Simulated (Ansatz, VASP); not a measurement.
**C3O: VASP beside Ansatz**

The input INCAR:

```
SYSTEM = C3O
PREC = Accurate
ENCUT = 520
EDIFF = 1E-7
ISMEAR = 0
SIGMA = 0.1
LREAL = .False.
LASPH = .True.
NELM = 100
ALGO = Normal
ISIF = 2
LWAVE = .False.
LCHARG = .False.
GGA = PE
IVDW = 12
NBANDS = 28
```

KPOINTS

```
regular mesh
0
Gamma
  8 8 2
  0 0 0
```

The input POSCAR:

```
C3O
1.0
    3.2156709967     -1.1597186628      0.0000000000
    3.2156709967      1.1597186628      0.0000000000
   -0.3870336300      0.0000000000     10.7855207394
C O
6 2
Direct
    0.5375386681      0.5375386681      0.3243196868
    0.3492737785      0.3492737785      0.8751895810
    0.0074854045      0.0074854045      0.2463606745
    0.3952425302      0.3952425302      0.7543427079
    0.5205021700      0.5205021700      0.1641822424
    0.4202208282      0.4202208282      0.6308767211
    0.8243179783      0.8243179783      0.9428608688
    0.9344643520      0.9344643520      0.5618675175
```

Input for Ansatz:

```yaml
crystal:
  lattice:
    - [3.2156709967, -1.1597186628, 0.0]
    - [3.2156709967, 1.1597186628, 0.0]
    - [-0.38703363, 0.0, 10.7855207394]
  atoms:
    - { symbol: C, position: [0.5375386681, 0.5375386681, 0.3243196868] }
    - { symbol: C, position: [0.3492737785, 0.3492737785, 0.875189581] }
    - { symbol: C, position: [0.0074854045, 0.0074854045, 0.2463606745] }
    - { symbol: C, position: [0.3952425302, 0.3952425302, 0.7543427079] }
    - { symbol: C, position: [0.52050217, 0.52050217, 0.1641822424] }
    - { symbol: C, position: [0.4202208282, 0.4202208282, 0.6308767211] }
    - { symbol: O, position: [0.8243179783, 0.8243179783, 0.9428608688] }
    - { symbol: O, position: [0.934464352, 0.934464352, 0.5618675175] }
basis:
  ecutwfc: 420
kpoints:
  mp_grid: { grid: [8, 8, 2] }
hamiltonian:
  xc: pbe
  dispersion: d3bj
scf:
  occupations: { method: gaussian, width: 0.1 }
  lower_state_search: "off"
output:
  forces: true
  stress: true
  eigenvalues: true
```

Change from the starting cell: the structure that the rattled cell fell into.

Alike in both runs: task single point; functional PBE; dispersion D3(BJ); k mesh 8 × 8 × 2; occupations gaussian, width 0.1 eV; no spin polarisation.

|  | VASP | Ansatz |
| --- | --- | --- |
| version | VASP 6.6.1 | Ansatz 0.2.0 |
| potentials or method | VASP PAW PBE potentials, release 64 (C, O), cutoff 520 eV | scalar-relativistic, plane waves, PAW |
| valence electrons in the cell | 36 | 36 |

Ansatz gave:

```
gap on the k mesh at the Fermi level (eV)                     : none
pressure (GPa)                                                : 1.1
traceless stress, the component that is largest in VASP (GPa) : 1.23
rms of the force components (eV/Å)                            : 0.109
```

What did VASP give for the same quantities?

gap on the k mesh at the Fermi level (eV): none; pressure (GPa): 1.7; traceless stress, the component that is largest in VASP (GPa): 1.02; rms of the force components (eV/Å): 0.083.

Atom by atom the forces differ by 0.049 eV/Å (rms over components). A gap of «none» marks a metal or a gap that the smearing closes.
